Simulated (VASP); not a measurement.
# TiGe4Mo (Cmmm) in VASP: further runs

The runs below take TiGe4Mo through relaxation of cell and atoms, single point, with PBE.

Everything below comes from runs of VASP 6.6.1. Logs are shortened: lines on timing, memory, paths and dates and some standing lists are left out, and cuts for length are marked.

### 1 The cell of the first run

It takes space group Cmmm (No. 65, orthorhombic). Conventional cell: a = 5.007 Å, b = 8.729 Å, c = 5.007 Å, α = 90.00°, β = 90.00°, γ = 90.00°. Ti (site symmetry mmm) has 10 Ge at 2.87 to 2.95 Å and 4 Mo at 3.54 Å within 3.8 Å. Within 3.7 Å of Ge (site symmetry m2m) lie 9 Ge at 2.82 to 3.54 Å and 3 Ti at 2.87 to 2.95 Å and 2 Mo at 2.87 Å. Ge (site symmetry m2m) has 9 Ge at 2.82 to 3.54 Å and 2 Ti at 2.87 Å and 3 Mo at 2.87 to 2.95 Å within 3.7 Å. Within 3.8 Å of Mo (site symmetry mmm) lie 10 Ge at 2.87 to 2.95 Å and 4 Ti at 3.54 Å.

### 2 Relaxation of cell and atoms, PBE

File INCAR:

```
ALGO = Normal
EDIFF = 1E-6
EDIFFG = -0.04
ENCUT = 600
GGA = PE
IBRION = 2
ISIF = 3
ISMEAR = 0
LASPH = True
LCHARG = False
LREAL = False
LWAVE = False
NELM = 100
NSW = 90
PREC = Accurate
SIGMA = 0.1
```

File KPOINTS:

```
k-points
0
Gamma
  4 4 4
```

File POSCAR:

```
TiGe4Mo
1.0
    2.5032571900     -4.3643446500      0.0000000000
    2.5032571900      4.3643446500      0.0000000000
    0.0000000000      0.0000000000      5.0065143800
Ti Ge Mo
1 4 1
Direct
    0.0000000000      0.0000000000      0.0000000000
    0.6616742600      0.3383257400      0.0000000000
    0.1616742600      0.8383257400      0.5000000000
    0.3383257400      0.6616742600      0.0000000000
    0.8383257400      0.1616742600      0.5000000000
    0.5000000000      0.5000000000      0.5000000000
```

Potentials or basis: VASP PAW PBE potentials, release 64 (Ti_sv, Ge_d, Mo_sv).

Started as:

```bash
cat potpaw_PBE.64/Ti_sv/POTCAR potpaw_PBE.64/Ge_d/POTCAR potpaw_PBE.64/Mo_sv/POTCAR > POTCAR
mpirun -np 1 vasp_std > vasp.out
```

OUTCAR:

```text
EDIFF = 1E-6
   EDIFFG = -0.04
   ENCUT = 600
   GGA = PE
   IBRION = 2
   ISIF = 3
   ISMEAR = 0
   LASPH = True
   LREAL = False
   NELM = 100
   NSW = 90
   PREC = Accurate

 ion  position               nearest neighbor table
   1  0.000  0.000  0.000-   2 2.87   4 2.87   3 2.87   5 2.87   3 2.87   5 2.87   2 2.87   4 2.87

   2  0.662  0.338  0.000-   4 2.82   1 2.87   6 2.87   6 2.87   1 2.87
   3  0.162  0.838  0.500-   5 2.82   1 2.87   6 2.87   1 2.87   6 2.87   6 2.95
   4  0.338  0.662  0.000-   2 2.82   1 2.87   6 2.87   6 2.87   1 2.87
   5  0.838  0.162  0.500-   3 2.82   1 2.87   6 2.87   1 2.87   6 2.87   6 2.95
   6  0.500  0.500  0.500-   3 2.87   5 2.87   2 2.87   4 2.87   2 2.87   4 2.87   3 2.87   5 2.87
                             3 2.95   5 2.95

  LATTYP: Found a base centered orthorhombic cell.
 ALAT       =     5.0065143800
 B/A-ratio  =     1.7434663395
 C/A-ratio  =     1.0000000000

  Lattice vectors:

 A1 = (   2.5032571900,  -4.3643446500,   0.0000000000)
 A2 = (   2.5032571900,   4.3643446500,   0.0000000000)
 A3 = (   0.0000000000,   0.0000000000,   5.0065143800)

Analysis of symmetry for initial positions (statically):
=====================================================================
 Subroutine PRICEL returns:
 Original cell was already a primitive cell.

 Routine SETGRP: Setting up the symmetry group for a
 base centered orthorhombic supercell.

 Subroutine GETGRP returns: Found  8 space group operations
 (whereof  8 operations were pure point group operations)
 out of a pool of  8 trial point group operations.

The static configuration has the point symmetry D_2h.

Analysis of symmetry for dynamics (positions and initial velocities):
=====================================================================
 Subroutine PRICEL returns:
 Original cell was already a primitive cell.

 Routine SETGRP: Setting up the symmetry group for a
 base centered orthorhombic supercell.

 Subroutine GETGRP returns: Found  8 space group operations
 (whereof  8 operations were pure point group operations)
 out of a pool of  8 trial point group operations.

The dynamic configuration has the point symmetry D_2h.

 Subroutine INISYM returns: Found  8 space group operations
 (whereof  8 operations are pure point group operations),
 and found     1 'primitive' translations

----------------------------------------------------------------------------------------

                                     Primitive cell

  volume of cell :     109.3931

  direct lattice vectors                    reciprocal lattice vectors
     2.503257190 -4.364344650  0.000000000     0.199739764 -0.114564738  0.000000000
     2.503257190  4.364344650  0.000000000     0.199739764  0.114564738  0.000000000
     0.000000000  0.000000000  5.006514380     0.000000000  0.000000000  0.199739764

  length of vectors
     5.031282221  5.031282221  5.006514380     0.230263007  0.230263007  0.199739764

  position of ions in fractional coordinates (direct lattice)
     0.000000000  0.000000000  0.000000000
     0.661674260  0.338325740  0.000000000
     0.161674260  0.838325740  0.500000000
     0.338325740  0.661674260  0.000000000
     0.838325740  0.161674260  0.500000000
     0.500000000  0.500000000  0.500000000

  ion indices of the primitive-cell ions
   primitive index   ion index
                 1           1
                 2           2
                 3           3
                 4           4
                 5           5
                 6           6

----------------------------------------------------------------------------------------

 KPOINTS: k-points

Automatic generation of k-mesh.
 Grid dimensions read from file:
 generate k-points for:    4    4    4

 Generating k-lattice:

  Cartesian coordinates                     Fractional coordinates (reciprocal lattice)
     0.049934941 -0.028641184  0.000000000     0.250000000  0.000000000  0.000000000
     0.049934941  0.028641184  0.000000000     0.000000000  0.250000000  0.000000000
     0.000000000  0.000000000  0.049934941     0.000000000  0.000000000  0.250000000

  Length of vectors
     0.057565752  0.057565752  0.049934941

  Shift w.r.t. Gamma in fractional coordinates (k-lattice)
     0.000000000  0.000000000  0.000000000

 Subroutine IBZKPT returns following result:
 ===========================================

 Found     21 irreducible k-points:

 Following reciprocal coordinates:
            Coordinates               Weight
  0.000000  0.000000  0.000000      1.000000
  0.250000  0.000000  0.000000      4.000000
  0.500000  0.000000  0.000000      2.000000
  0.250000  0.250000  0.000000      2.000000
  0.500000  0.250000  0.000000      4.000000
 -0.250000  0.250000  0.000000      2.000000
[... 13 lines left out ...]
 -0.250000  0.250000  0.500000      2.000000
  0.500000  0.500000  0.500000      1.000000
   k-points           NKPTS =     21   k-points in BZ     NKDIM =     21   number of bands    NBANDS=     49
   number of dos      NEDOS =    301   number of ions     NIONS =      6
   total plane-waves  NPLWV =  64000
   dimension x,y,z NGX =    40 NGY =   40 NGZ =   40
   dimension x,y,z NGXF=    80 NGYF=   80 NGZF=   80
   ions per type =               1   4   1
   NGX,Y,Z   is equivalent  to a cutoff of  13.22, 13.22, 13.28 a.u.
   NGXF,Y,Z  is equivalent  to a cutoff of  26.43, 26.43, 26.56 a.u.
 SYSTEM =  unknown system
   PREC   = accura    normal or accurate (medium, high low for compatibility)
   ISTART =      0    job   : 0-new  1-cont  2-samecut
   ICHARG =      2    charge: 1-file 2-atom 10-const
   ISPIN  =      1    spin polarized calculation?
   LNONCOLLINEAR =      F non collinear calculations
   LSORBIT =      F    spin-orbit coupling
   LASPH  =      T    aspherical Exc in radial PAW
   ENCUT  =  600.0 eV  44.10 Ry    6.64 a.u.  10.05 10.05 10.00*2*pi/ulx,y,z
   NELM   =    100;   NELMIN=  2; NELMDL= -5     # of ELM steps
   EDIFF  = 0.1E-05   stopping-criterion for ELM
   LREAL  =      F    real-space projection
   EDIFFG = -.4E-01   stopping-criterion for IOM
   NSW    =     90    number of steps for IOM
   IBRION =      2    ionic relax: 0-MD 1-quasi-New 2-CG
   NFREE  =      1    steps in history (QN), initial steepest desc. (CG)
   ISIF   =      3    stress and relaxation
   ISYM   =      2    0-nonsym 1-usesym 2-fastsym
   POTIM  = 0.5000    time-step for ionic-motion
   TEBEG  =    0.0;   TEEND  =   0.0 temperature during run
   PSTRESS=    0.0 pullay stress
   NELECT =      82.0000    total number of electrons
   NUPDOWN=      -1.0000    fix difference up-down
   EMIN   =  10.00;   EMAX   =-10.00  energy-range for DOS
   EFERMI =   0.00;   METHOD = LEGACY
   ISMEAR =     0;   SIGMA  =   0.10  broadening in eV -4-tet -1-fermi 0-gaus
   EFERMI_NEDOS =   21; number of points for ismear=-14 and -15
   IALGO  =     38    algorithm
   IMIX   =      4    mixing-type and parameters
     AMIX     =   0.40;   BMIX     =  1.00
     AMIX_MAG =   1.60;   BMIX_MAG =  1.00
  volume/ion in A,a.u.               =      18.23       123.04
  Fermi-wavevector in a.u.,A,eV,Ry     =   1.487132  2.810272 30.090114  2.211561
  Thomas-Fermi vector in A             =   2.600331
   LORBIT       =      0    0 simple, 1 ext, 2 COOP (PROOUT), +10 PAW based schemes
   GGA     = PE    functional components
   LHFCALC =     F    Hartree Fock is set to
   AEXX    =    0.0000 exact exchange contribution
   IVDW    =     0    specifies the selected vdW correction
   LEPSILON=     F    determine dielectric tensor
   LRPA    =     F    only Hartree local field effects (RPA)
 conjugate gradient relaxation of ions
 non-spin polarized calculation
 Gauss-broadening in eV      SIGMA  =   0.10
  energy-cutoff  :      600.00
  volume of cell :      109.39
 maximum number of plane-waves:      3670
   NGX = 21   NGY = 21   NGZ = 19

--------------------------------------- Ionic step        1  -------------------------------------------

 number of electron      82.0000026 magnetization

 Free energy of the ion-electron system (eV)
  ---------------------------------------------------
  ext. energy  EPLUGINS =         0.00000000
  ---------------------------------------------------
  free energy    TOTEN  =       -37.41330468 eV

  energy without entropy =      -37.39347792  energy(sigma->0) =      -37.40339130

------------------------ aborting loop because EDIFF is reached ----------------------------------------

  FORCE on cell =-STRESS in cart. coord.  units (eV):
  Direction    XX          YY          ZZ          XY          YZ          ZX
  --------------------------------------------------------------------------------------
  -------------------------------------------------------------------------------------
  Total       -9.6578631     -8.8549425     -9.8386844      0.0000000      0.0000000      0.0000000
  in kB     -141.4495764   -129.6899595   -144.0978949      0.0000000      0.0000000      0.0000000
  external PRESSURE =    -138.4124769 kB  Pullay stress =       0.0000000 kB
[... 25 lines left out ...]
  energy  without entropy=      -37.3934779209  energy(sigma->0) =      -37.40339130

--------------------------------------- Ionic step        2  -------------------------------------------

 number of electron      82.0000012 magnetization

 E-fermi :  10.2622     XC(G=0): -12.8737

 val. band max:       10.2573014126   @ k =   0.5000   0.0000   0.2500
 cond. band min:      10.3053566161   @ k =   0.2500   0.0000   0.2500
 fundamental gap:      0.0480552035
 Fermi energy:        10.2621822408

 k-point     1 :       0.0000    0.0000    0.0000
  band No.  band energies     occupation
      1     -50.4217      2.00000
      2     -46.0068      2.00000
      3     -24.5976      2.00000
      4     -24.5883      2.00000
      5     -24.5701      2.00000
      6     -22.3701      2.00000
[... 1358 lines left out ...]
  energy  without entropy=      -38.1417518359  energy(sigma->0) =      -38.14889737

--------------------------------------- Ionic step        9  -------------------------------------------

 number of electron      81.9999996 magnetization

 Free energy of the ion-electron system (eV)
  ---------------------------------------------------
  ext. energy  EPLUGINS =         0.00000000
  ---------------------------------------------------
  free energy    TOTEN  =       -38.15650857 eV

  energy without entropy =      -38.14245438  energy(sigma->0) =      -38.14948148

 E-fermi :   9.1306     XC(G=0): -12.3782

 val. band max:        9.1165124181   @ k =   0.5000   0.5000   0.5000
 cond. band min:       9.1554393187   @ k =   0.5000   0.5000   0.0000
 fundamental gap:      0.0389269006
 Fermi energy:         9.1305706946

 k-point     1 :       0.0000    0.0000    0.0000
  band No.  band energies     occupation
      1     -51.7159      2.00000
      2     -47.4432      2.00000
      3     -25.8535      2.00000
      4     -25.8223      2.00000
      5     -25.7986      2.00000
      6     -23.7746      2.00000
[... 1114 lines left out ...]
  FREE ENERGIE OF THE ION-ELECTRON SYSTEM (eV)
  ---------------------------------------------------
  free  energy   TOTEN  =       -38.1565085739 eV

  energy  without entropy=      -38.1424543815  energy(sigma->0) =      -38.14948148

 reached required accuracy - stopping structural energy minimisation
```

Run time: 17 min. Hardware: 1 thread of Intel Xeon Platinum 8488C (Sapphire Rapids), shared host; peak memory 0.33 GiB.

What came out:

```
Free energy                            : -38.1565 eV
Relaxed volume                         : 15.76 Å³/atom
Relaxed cell                           : a = 4.825 Å, b = 4.825 Å, c = 4.743 Å, α = 90.00°, β = 90.00°, γ = 121.10°
Space group after relaxing (to 0.05 Å) : Cmmm (No. 65)
Energy gained by relaxing              : 123.9 meV/atom
Ionic steps                            : 9
Pressure after relaxing                : 0.0 GPa
Largest force after relaxing           : 0.007 eV/Å
Band gap on the k mesh                 : zero (band 41 reaches 9.78 eV, above the bottom of band 42 at 8.35 eV)
```

Forces on the atoms (eV/Å):
```
Ti   0.000  0.000  0.000
Ge   0.000 -0.007  0.000
Ge   0.000 -0.002  0.000
Ge   0.000  0.007  0.000
Ge   0.000  0.002  0.000
Mo   0.000  0.000  0.000
```

The path:
```tsv
step	energy change (eV)	largest force (eV/Å)	pressure (GPa)	volume (Å³)
1	0.0000	0.2647	-13.84	109.39
2	-0.3311	0.6755	16.24	86.30
3	-0.7271	0.3193	-0.12	94.98
4	-0.7270	0.3301	0.22	94.71
5	-0.7405	0.1605	0.30	94.51
6	-0.7412	0.1202	0.28	94.46
7	-0.7427	0.0477	-0.28	94.81
8	-0.7427	0.0432	-0.30	94.84
9	-0.7432	0.0069	-0.02	94.57
```

Final structure:
```
CELL_PARAMETERS angstrom
2.37238 -4.20205 0.00000
2.37238 4.20205 0.00000
0.00000 0.00000 4.74344
ATOMIC_POSITIONS crystal
Ti 0.00000 0.00000 0.00000
Ge 0.66502 0.33498 0.00000
Ge 0.16093 0.83907 0.50000
Ge 0.33498 0.66502 0.00000
Ge 0.83907 0.16093 0.50000
Mo 0.50000 0.50000 0.50000
```

Levels at points of the mesh, in eV from the Fermi level:
```
           k point  band 37  band 38  band 39  band 40  band 41  band 42  band 43  band 44  band 45  band 46
(0.00, 0.00, 0.00)    -2.16    -1.50    -1.40    -0.95    -0.80     1.19     2.32     2.46     2.73     3.11
(0.50, 0.00, 0.00)    -2.30    -1.70    -1.52    -1.50    -0.43    -0.19     1.38     1.58     2.15     2.27
(0.50, 0.50, 0.00)    -1.71    -0.82    -0.71     0.02     0.05     0.32     0.56     1.22     2.35     2.45
(0.00, 0.00, 0.50)    -1.98    -1.81    -1.37    -1.05    -0.94    -0.78     1.89     2.50     3.20     3.46
(0.50, 0.00, 0.50)    -1.84    -1.52    -1.04    -0.52     0.65     0.78     2.24     2.36     2.87     2.93
(0.50, 0.50, 0.50)    -1.50    -1.28    -0.43    -0.05    -0.01     0.62     0.77     1.27     1.63     2.10
```

Caveat: the k points lie up to 0.38 Å⁻¹ apart in the final cell.

### 3 Single point, PBE, collinear spin, ferromagnetic start

This run uses another cell than the first one, of 15.75 Å³/atom, 0.864 times its volume.

File INCAR:

```
SYSTEM = TiGe4Mo
PREC = Accurate ; ENCUT = 520
EDIFF = 1E-7 ; ISMEAR = 0
SIGMA = 0.1 ; LREAL = .False.
LASPH = .True. ; NELM = 150
ALGO = Normal ; ISIF = 2
LWAVE = .False. ; LCHARG = .False.
ISPIN = 2 ; MAGMOM = 1 0 0 0 0 1
LORBIT = 11 ; LMAXMIX = 4
GGA = PE ; NBANDS = 54
```

File KPOINTS:

```
regular mesh
0
Gamma
  4 4 4
  0 0 0
```

File POSCAR:

```
TiGe4Mo
1.0
    2.3714652195     -4.2032826815      0.0000000000
    2.3714652195      4.2032826815      0.0000000000
    0.0000000000      0.0000000000      4.7404214489
Ti Ge Mo
1 4 1
Direct
    0.0000000000      0.0000000000      0.0000000000
    0.6650293022      0.3349706978      0.0000000000
    0.1609331869      0.8390668131      0.5000000000
    0.3349706978      0.6650293022      0.0000000000
    0.8390668131      0.1609331869      0.5000000000
    0.5000000000      0.5000000000      0.5000000000
```

Potentials or basis: VASP PAW PBE potentials, release 64 (Ti_sv, Ge_d, Mo_sv).

Started as:

```bash
cat potpaw_PBE.64/Ti_sv/POTCAR potpaw_PBE.64/Ge_d/POTCAR potpaw_PBE.64/Mo_sv/POTCAR > POTCAR
mpirun -np 1 vasp_std > vasp.out
```

It took 4.3 min on 1 thread of Intel Xeon Platinum 8488C (Sapphire Rapids), shared host; peak memory 0.34 GiB.

The run converged. Its results:

| Item | Value |
| --- | --- |
| Free energy | -38.1501 eV |
| Pressure | 0.2 GPa |
| Largest force | 0.007 eV/Å |
| Band gap on the k mesh | zero (filled and empty bands overlap) |
| Net moment | 0.00 μB per cell |
| Valence electrons inside the program's atomic spheres | Ti 10.28; Ge 12.38, 12.39; Mo 12.35 |

Forces in eV/Å, atoms in the order of the input:
```
Ti   0.000  0.000  0.000
Ge   0.000 -0.007  0.000
Ge   0.000 -0.001  0.000
Ge   0.000  0.007  0.000
Ge   0.000  0.001  0.000
Mo   0.000  0.000  0.000
```

Levels at points of the mesh, in eV from the Fermi level:
Spin up:
| k point | band 38 | band 39 | band 40 | band 41 | band 42 | band 43 | band 44 | band 45 |
| --- | --- | --- | --- | --- | --- | --- | --- | --- |
| (0.00, 0.00, 0.00) | -1.51 | -1.40 | -0.95 | -0.80 | 1.19 | 2.32 | 2.46 | 2.74 |
| (0.50, 0.00, 0.00) | -1.71 | -1.52 | -1.50 | -0.44 | -0.19 | 1.38 | 1.58 | 2.15 |
| (0.50, 0.50, 0.00) | -0.82 | -0.72 | 0.03 | 0.06 | 0.32 | 0.56 | 1.22 | 2.35 |
| (0.00, 0.00, 0.50) | -1.82 | -1.37 | -1.05 | -0.94 | -0.78 | 1.89 | 2.51 | 3.20 |
| (0.50, 0.00, 0.50) | -1.53 | -1.04 | -0.52 | 0.65 | 0.78 | 2.24 | 2.36 | 2.87 |
| (0.50, 0.50, 0.50) | -1.28 | -0.43 | -0.06 | -0.01 | 0.62 | 0.77 | 1.27 | 1.63 |
Spin down:
```csv
k point,band 37,band 38,band 39,band 40,band 41,band 42,band 43,band 44,band 45,band 46
"(0.00, 0.00, 0.00)",-2.16,-1.51,-1.40,-0.95,-0.80,1.19,2.32,2.46,2.74,3.11
"(0.50, 0.00, 0.00)",-2.30,-1.71,-1.52,-1.50,-0.44,-0.19,1.38,1.58,2.15,2.27
"(0.50, 0.50, 0.00)",-1.71,-0.82,-0.72,0.03,0.06,0.32,0.56,1.22,2.35,2.45
"(0.00, 0.00, 0.50)",-1.98,-1.82,-1.37,-1.05,-0.94,-0.78,1.89,2.51,3.20,3.46
"(0.50, 0.00, 0.50)",-1.84,-1.53,-1.04,-0.52,0.65,0.78,2.24,2.36,2.87,2.93
"(0.50, 0.50, 0.50)",-1.51,-1.28,-0.43,-0.06,-0.01,0.62,0.77,1.27,1.63,2.10
```

Caveat: the k points lie up to 0.38 Å⁻¹ apart.
